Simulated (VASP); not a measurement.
Input of a VASP 6.6.1 run:

File INCAR:

```
PREC = Accurate
ENCUT = 520
EDIFF = 1E-6
ISMEAR = 0
SIGMA = 0.1
LREAL = F
LASPH = T
NELM = 100
ALGO = Fast
ISIF = 2
LWAVE = F
LCHARG = F
GGA = PS
NBANDS = 12
```

The input KPOINTS:

```
Automatic mesh
0
Gamma
  24 24 24
```

The input POSCAR:

```
Au
1.0
   -1.7140188325      1.7140188325      1.4558872097
    1.7140188325     -1.7140188325      1.4558872097
    1.7140188325      1.7140188325     -1.4558872097
Au
1
Direct
    0.5000000000      0.5000000000      0.0000000000
```

Potentials or basis: VASP PAW PBE potentials, release 64 (Au).

Run with:

```sh
$ cat potpaw_PBE.64/Au/POTCAR > POTCAR
$ mpirun -np 1 vasp_std > vasp.out
```

(1) Estimate the band gap on the k mesh.

(2) Estimate the pressure.

Answers

(1) zero (an odd number of electrons rules out a gap without spin polarisation).

(2) -0.2 GPa.

Caveat: the PAW data sets were made with another functional, which shifts forces and pressure a little; spin-orbit coupling is left out, which moves the levels of the heavy elements.
